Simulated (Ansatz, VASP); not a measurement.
Two plane-wave programs on Si4Ge

```
CELL_PARAMETERS angstrom
2.78187 0.00000 0.00000
-1.39093 2.40917 0.00000
0.00000 0.00000 23.19649
ATOMIC_POSITIONS crystal
Si 0.33333 0.66667 0.95243
Si 0.33333 0.66667 0.14120
Si 0.33333 0.66667 0.35880
Si 0.33333 0.66667 0.54757
Si 0.66667 0.33333 0.04757
Si 0.66667 0.33333 0.45243
Si 0.66667 0.33333 0.64120
Si 0.66667 0.33333 0.85880
Ge 0.33333 0.66667 0.75000
Ge 0.66667 0.33333 0.25000
```

Alike in both runs: functional PBE; k mesh 18 × 18 × 2; occupations gaussian, width 0.1 eV; no spin polarisation.

Ansatz relaxed the structure, and its values are those at the end. VASP's run is a single point on that final structure, the one shown.

|  | VASP | Ansatz |
| --- | --- | --- |
| version | VASP 6.6.1 | Ansatz 0.2.0 |
| potentials or method | VASP PAW PBE potentials, release 64 (Si, Ge_d), cutoff 520 eV | scalar-relativistic, plane waves, PAW |
| valence electrons in the cell | 60 | 60 |

|  | VASP | Ansatz | Ansatz less VASP |
| --- | --- | --- | --- |
| gap on the k mesh at the Fermi level (eV) | none | none | - |
| pressure (GPa) | 0.0 | 0.0 | 0.00 |

A gap of «none» marks a metal or a gap that the smearing closes. The functional is the same, so the differences come from potentials, cutoffs and numerics.
